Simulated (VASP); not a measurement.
# S (Fm-3m) in VASP: a series of runs, part 2 of 3

VASP 6.6.1. Earlier steps stand in the parts before.

## Step 4: Relaxation of cell and atoms, PBE, target pressure 390 GPa, at which the enthalpy is minimised

This run uses another cell than the first one, of 6.59 Å³/atom, 0.995 times its volume.

File INCAR:

```
SYSTEM = S
PREC = Accurate
ENCUT = 600
EDIFF = 1E-7
ISMEAR = -1
SIGMA = 0.05
LREAL = .False.
LASPH = .True.
NELM = 100
ALGO = Normal
ISIF = 3
LWAVE = .False.
LCHARG = .False.
GGA = PE
IBRION = 2
NSW = 60
EDIFFG = -0.005
PSTRESS = 3900.0
```

File KPOINTS:

```
Automatic mesh
0
Gamma
  22 22 22
  0 0 0
```

File POSCAR:

```
S
1.0
    0.0000000000      1.4876990163      1.4876990163
    1.4876990163      0.0000000000      1.4876990163
    1.4876990163      1.4876990163      0.0000000000
S
1
Direct
    0.0000000000      0.0000000000      0.0000000000
```

Potentials or basis: VASP PAW PBE potentials, release 64 (S).

On the command line:

```
$ cat potpaw_PBE.64/S/POTCAR > POTCAR
$ mpirun -np 1 vasp_std > vasp.out
```

OUTCAR:

```text
SYSTEM = S
   PREC = Accurate
   ENCUT = 600
   EDIFF = 1E-7
   ISMEAR = -1
   LREAL = .False.
   LASPH = .True.
   NELM = 100
   ISIF = 3
   GGA = PE
   IBRION = 2
   NSW = 60
   EDIFFG = -0.005
   PSTRESS = 3900.0

 ion  position               nearest neighbor table
   1  0.000  0.000  0.000-

  LATTYP: Found a face centered cubic cell.
 ALAT       =     2.9753980326

  Lattice vectors:

 A1 = (   0.0000000000,   1.4876990163,   1.4876990163)
 A2 = (   1.4876990163,   0.0000000000,   1.4876990163)
 A3 = (   1.4876990163,   1.4876990163,   0.0000000000)

Analysis of symmetry for initial positions (statically):
=====================================================================
 Subroutine PRICEL returns:
 Original cell was already a primitive cell.

 Routine SETGRP: Setting up the symmetry group for a
 face centered cubic supercell.

 Subroutine GETGRP returns: Found 48 space group operations
 (whereof 48 operations were pure point group operations)
 out of a pool of 48 trial point group operations.

The static configuration has the point symmetry O_h .

Analysis of symmetry for dynamics (positions and initial velocities):
=====================================================================
 Subroutine PRICEL returns:
 Original cell was already a primitive cell.

 Routine SETGRP: Setting up the symmetry group for a
 face centered cubic supercell.

 Subroutine GETGRP returns: Found 48 space group operations
 (whereof 48 operations were pure point group operations)
 out of a pool of 48 trial point group operations.

The dynamic configuration has the point symmetry O_h .

 Subroutine INISYM returns: Found 48 space group operations
 (whereof 48 operations are pure point group operations),
 and found     1 'primitive' translations

----------------------------------------------------------------------------------------

                                     Primitive cell

  volume of cell :       6.5853

  direct lattice vectors                    reciprocal lattice vectors
     0.000000000  1.487699016  1.487699016    -0.336089488  0.336089488  0.336089488
     1.487699016  0.000000000  1.487699016     0.336089488 -0.336089488  0.336089488
     1.487699016  1.487699016  0.000000000     0.336089488  0.336089488 -0.336089488

  length of vectors
     2.103924126  2.103924126  2.103924126     0.582124068  0.582124068  0.582124068

  position of ions in fractional coordinates (direct lattice)
     0.000000000  0.000000000  0.000000000

  ion indices of the primitive-cell ions
   primitive index   ion index
                 1           1

----------------------------------------------------------------------------------------

 KPOINTS: Automatic mesh

Automatic generation of k-mesh.
 Grid dimensions read from file:
 generate k-points for:   22   22   22

 Generating k-lattice:

  Cartesian coordinates                     Fractional coordinates (reciprocal lattice)
    -0.015276795  0.015276795  0.015276795     0.045454545  0.000000000  0.000000000
     0.015276795 -0.015276795  0.015276795     0.000000000  0.045454545  0.000000000
     0.015276795  0.015276795 -0.015276795     0.000000000  0.000000000  0.045454545

  Length of vectors
     0.026460185  0.026460185  0.026460185

  Shift w.r.t. Gamma in fractional coordinates (k-lattice)
     0.000000000  0.000000000  0.000000000

 Subroutine IBZKPT returns following result:
 ===========================================

 Found    328 irreducible k-points:

 Following reciprocal coordinates:
            Coordinates               Weight
  0.000000  0.000000  0.000000      1.000000
  0.045455  0.000000  0.000000      8.000000
  0.090909  0.000000  0.000000      8.000000
  0.136364  0.000000  0.000000      8.000000
  0.181818  0.000000  0.000000      8.000000
  0.227273  0.000000  0.000000      8.000000
[... 16 lines left out ...]
  0.500000  0.045455  0.000000     24.000000
 -0.454545  0.045455  0.000000     24.000000
 [... further k-points ...]
   k-points           NKPTS =    328   k-points in BZ     NKDIM =    328   number of bands    NBANDS=      7
   number of dos      NEDOS =    301   number of ions     NIONS =      1
   total plane-waves  NPLWV =   5832
   dimension x,y,z NGX =    18 NGY =   18 NGZ =   18
   dimension x,y,z NGXF=    36 NGYF=   36 NGZF=   36
   ions per type =               1
   NGX,Y,Z   is equivalent  to a cutoff of  14.22, 14.22, 14.22 a.u.
   NGXF,Y,Z  is equivalent  to a cutoff of  28.45, 28.45, 28.45 a.u.
 SYSTEM =  S
   PREC   = accura    normal or accurate (medium, high low for compatibility)
   ISTART =      0    job   : 0-new  1-cont  2-samecut
   ICHARG =      2    charge: 1-file 2-atom 10-const
   ISPIN  =      1    spin polarized calculation?
   LNONCOLLINEAR =      F non collinear calculations
   LSORBIT =      F    spin-orbit coupling
   LASPH  =      T    aspherical Exc in radial PAW
   ENCUT  =  600.0 eV  44.10 Ry    6.64 a.u.   4.20  4.20  4.20*2*pi/ulx,y,z
   NELM   =    100;   NELMIN=  2; NELMDL= -5     # of ELM steps
   EDIFF  = 0.1E-06   stopping-criterion for ELM
   LREAL  =      F    real-space projection
   EDIFFG = -.5E-02   stopping-criterion for IOM
   NSW    =     60    number of steps for IOM
   IBRION =      2    ionic relax: 0-MD 1-quasi-New 2-CG
   NFREE  =      1    steps in history (QN), initial steepest desc. (CG)
   ISIF   =      3    stress and relaxation
   ISYM   =      2    0-nonsym 1-usesym 2-fastsym
   POTIM  = 0.5000    time-step for ionic-motion
   TEBEG  =    0.0;   TEEND  =   0.0 temperature during run
   PSTRESS= 3900.0 pullay stress
   NELECT =       6.0000    total number of electrons
   NUPDOWN=      -1.0000    fix difference up-down
   EMIN   =  10.00;   EMAX   =-10.00  energy-range for DOS
   EFERMI =   0.00;   METHOD = LEGACY
   ISMEAR =    -1;   SIGMA  =   0.05  broadening in eV -4-tet -1-fermi 0-gaus
   EFERMI_NEDOS =   21; number of points for ismear=-14 and -15
   IALGO  =     38    algorithm
   IMIX   =      4    mixing-type and parameters
     AMIX     =   0.40;   BMIX     =  1.00
     AMIX_MAG =   1.60;   BMIX_MAG =  1.00
  volume/ion in A,a.u.               =       6.59        44.44
  Fermi-wavevector in a.u.,A,eV,Ry     =   1.587085  2.999156 34.270880  2.518839
  Thomas-Fermi vector in A             =   2.686297
   LORBIT       =      0    0 simple, 1 ext, 2 COOP (PROOUT), +10 PAW based schemes
   GGA     = PE    functional components
   LHFCALC =     F    Hartree Fock is set to
   AEXX    =    0.0000 exact exchange contribution
   IVDW    =     0    specifies the selected vdW correction
   LEPSILON=     F    determine dielectric tensor
   LRPA    =     F    only Hartree local field effects (RPA)
 conjugate gradient relaxation of ions
 non-spin polarized calculation
  energy-cutoff  :      600.00
  volume of cell :        6.59
 maximum number of plane-waves:       229
 NGX is ok and might be reduce to    18
   NGX =  9   NGY =  9   NGZ =  9

--------------------------------------- Ionic step        1  -------------------------------------------

 number of electron       5.9999999 magnetization

 Free energy of the ion-electron system (eV)
  ---------------------------------------------------
  ext. energy  EPLUGINS =         0.00000000
  ---------------------------------------------------
  free energy    TOTEN  =         2.63904750 eV

  energy without entropy =        2.64252482  energy(sigma->0) =        2.64078616

------------------------ aborting loop because EDIFF is reached ----------------------------------------

  FORCE on cell =-STRESS in cart. coord.  units (eV):
  Direction    XX          YY          ZZ          XY          YZ          ZX
  --------------------------------------------------------------------------------------
  -------------------------------------------------------------------------------------
  Total       15.9231964     15.9231964     15.9231964     -0.0000000      0.0000000      0.0000000
  in kB     3874.0534733   3874.0534733   3874.0534733     -0.0000000      0.0000000      0.0000000
  external PRESSURE =     -25.9465267 kB  Pullay stress =    3900.0000000 kB
[... 61 lines left out ...]
--------------------------------------- Ionic step        3  -------------------------------------------

 number of electron       5.9999999 magnetization

 Free energy of the ion-electron system (eV)
  ---------------------------------------------------
  ext. energy  EPLUGINS =         0.00000000
  ---------------------------------------------------
  free energy    TOTEN  =         2.67410037 eV

  energy without entropy =        2.67756305  energy(sigma->0) =        2.67583171

 E-fermi :  25.8230     XC(G=0): -15.6724

 val. band max:       25.8170351135   @ k =   0.3182   0.2727   0.0000
 cond. band min:      25.8237636030   @ k =  -0.3182   0.3636   0.0455
 fundamental gap:      0.0067284895
 Fermi energy:        25.8229927334

 k-point     1 :       0.0000    0.0000    0.0000
  band No.  band energies     occupation
      1      -4.4649      2.00000
      2      37.5812      0.00000
      3      37.5812      0.00000
      4      37.5812      0.00000
      5      38.0286      0.00000
      6      38.0286      0.00000
      7      38.0286      0.00000
[... 221 lines left out ...]
 k-point    24 :      -0.4545    0.0455    0.0000
  band No.  band energies     occupation
      1       5.9684      2.00000
      2       8.7412      2.00000
      3      31.6963      0.00000
      4      32.8232      0.00000
      5      36.6734      0.00000
      6      36.9323      0.00000
      7      42.6855      0.00000

 [... further k-points ...]
[... 5 lines left out ...]
  --------------------------------------------------------------------------------------
  -------------------------------------------------------------------------------------
  Total       15.9942925     15.9942925     15.9942925     -0.0000000      0.0000000      0.0000000
  in kB     3899.9076785   3899.9076785   3899.9076785     -0.0000000      0.0000000      0.0000000
  external PRESSURE =      -0.0923215 kB  Pullay stress =    3900.0000000 kB
[... 20 lines left out ...]
  energy  without entropy=        2.6775630457  energy(sigma->0) =        2.67583171

  enthalpy is  TOTEN    =        18.6687715052 eV   P V=       15.9946711391

 reached required accuracy - stopping structural energy minimisation
```

OSZICAR:

```text
N       E                     dE             d eps       ncg     rms          rms(c)
DAV:   1     0.112945738810E+02    0.11295E+02   -0.40888E+03  5327   0.889E+02
DAV:   2     0.268473464043E+01   -0.86098E+01   -0.79734E+01  6587   0.833E+01
DAV:   3     0.263044889069E+01   -0.54286E-01   -0.54065E-01  5271   0.728E+00
[... 18 lines left out ...]
DAV:   2     0.267372213713E+01    0.86894E-03   -0.60401E-04  6006   0.249E-01    0.642E-01
DAV:   3     0.267409640578E+01    0.37427E-03   -0.77916E-04  5096   0.221E-01    0.114E-01
DAV:   4     0.267410081359E+01    0.44078E-05   -0.30830E-06  6601   0.196E-02    0.506E-02
DAV:   5     0.267410036375E+01   -0.44984E-06   -0.13595E-06  5096   0.953E-03    0.317E-03
DAV:   6     0.267410036609E+01    0.23374E-08   -0.17237E-09  2863   0.564E-04
   3 F= 0.18668772E+02 E0= 0.18670503E+02  d E =-.118220E-03
```

CONTCAR:

```text
S
   1.00000000000000
    -0.0000000000000000    1.4866101657719910    1.4866101657719910
     1.4866101657719910    0.0000000000000000    1.4866101657719910
     1.4866101657719910    1.4866101657719910    0.0000000000000000
  S
     1
Direct
     0.0000000000000000    0.0000000000000000    0.0000000000000000

  0.00000000E+00  0.00000000E+00  0.00000000E+00
```

Run time: 13 s. Hardware: 1 thread of Intel Xeon 6975P-C (Granite Rapids), shared host; peak memory 0.12 GiB.

Results:

| Item | Value |
| --- | --- |
| Free energy | 2.6741 eV |
| Relaxed volume | 6.57 Å³/atom |
| Relaxed cell | a = 2.102 Å, b = 2.102 Å, c = 2.102 Å, α = 60.00°, β = 60.00°, γ = 60.00° |
| Space group after relaxing (to 0.05 Å) | Fm-3m (No. 225) |
| Energy change on relaxing (the enthalpy is what falls) | +35.1 meV/atom |
| Ionic steps | 3 |
| Pressure after relaxing | 390.0 GPa |
| Band gap on the k mesh | zero (band 3 reaches 37.58 eV, above the bottom of band 4 at 16.86 eV) |

The path:
```tsv
step	energy change (eV)	largest force (eV/Å)	pressure (GPa)	volume (Å³)
1	0.0000	0.0000	387.41	6.59
2	0.2503	0.0000	405.91	6.48
3	0.0351	0.0000	389.99	6.57
```

Final structure:
```
CELL_PARAMETERS angstrom
0.00000 1.48661 1.48661
1.48661 0.00000 1.48661
1.48661 1.48661 0.00000
ATOMIC_POSITIONS crystal
S 0.00000 0.00000 0.00000
```

Levels at points of the mesh, in eV from the Fermi level:
| k point | band 1 | band 2 | band 3 | band 4 | band 5 | band 6 | band 7 |
| --- | --- | --- | --- | --- | --- | --- | --- |
| (0.00, 0.00, 0.00) | -30.29 | 11.76 | 11.76 | 11.76 | 12.21 | 12.21 | 12.21 |
| (0.50, 0.00, 0.00) | -18.60 | -18.58 | 7.35 | 7.35 | 10.52 | 10.52 | 16.38 |
| (0.50, 0.50, 0.00) | -15.95 | -13.35 | -1.64 | -1.64 | -0.28 | 5.66 | 34.20 |

Caveat: the cell is relaxed towards a set pressure, so the enthalpy falls and the energy may rise.

(Continued in part 3 of 3.)
